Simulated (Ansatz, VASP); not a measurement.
# Ta: VASP beside Ansatz

INCAR

```
PREC = Accurate ; ENCUT = 520
EDIFF = 1E-6 ; ISMEAR = 0
SIGMA = 0.15 ; LREAL = False
LASPH = True ; NELM = 60
ALGO = Fast ; ISIF = 2
LWAVE = False ; LCHARG = False
GGA = PS ; NBANDS = 12
```

Contents of KPOINTS:

```
regular mesh
0
Gamma
  20 20 20
```

POSCAR

```
Ta
1.0
   -1.4598034852      1.6402286350      1.8042514985
    1.4598034852     -1.6402286350      1.8042514985
    1.4598034852      1.6402286350     -1.8042514985
Ta
1
Direct
    0.0000000000      0.0000000000      0.0000000000
```

Input for Ansatz:

```yaml
crystal:
  lattice:
    - [-1.4598034852, 1.640228635, 1.8042514985]
    - [1.4598034852, -1.640228635, 1.8042514985]
    - [1.4598034852, 1.640228635, -1.8042514985]
  atoms:
    - { symbol: Ta, position: [0.0, 0.0, 0.0] }
basis:
  ecutwfc: 420
kpoints:
  mp_grid: { grid: [20, 20, 20] }
hamiltonian:
  xc: pbesol
  pseudopotentials: { kind: paw, azcp: { folder: soft_1 } }
scf:
  occupations: { method: gaussian, width: 0.15 }
output:
  forces: true
  stress: true
  eigenvalues: true
```

Change from the starting cell: normal strain along x -0.1100, normal strain along z +0.1000.

Alike in both runs: task single point; functional PBEsol; k mesh 20 × 20 × 20; occupations gaussian, width 0.15 eV; no spin polarisation.

|  | VASP | Ansatz |
| --- | --- | --- |
| version | VASP 6.6.1 | Ansatz 0.2.0 |
| potentials or method | VASP PAW PBE potentials, release 64 (Ta_pv), cutoff 520 eV | scalar-relativistic, plane waves, PAW |
| valence electrons in the cell | 11 | 13 |

|  | VASP | Ansatz | Ansatz less VASP |
| --- | --- | --- | --- |
| gap on the k mesh at the Fermi level (eV) | none | none | - |
| pressure (GPa) | 8.2 | 7.9 | -0.25 |
| traceless stress, the component that is largest in VASP (GPa) | -9.92 | -9.90 | +0.018 |

VASP's potentials were made for PBE, not for PBEsol, and Ansatz warns of the same on its side. A gap of «none» marks a metal or a gap that the smearing closes. VASP's potentials hold 11 valence electrons a cell and Ansatz's 13, so a difference there can come from the potentials and not from the codes.

Neither program's run includes spin-orbit coupling.
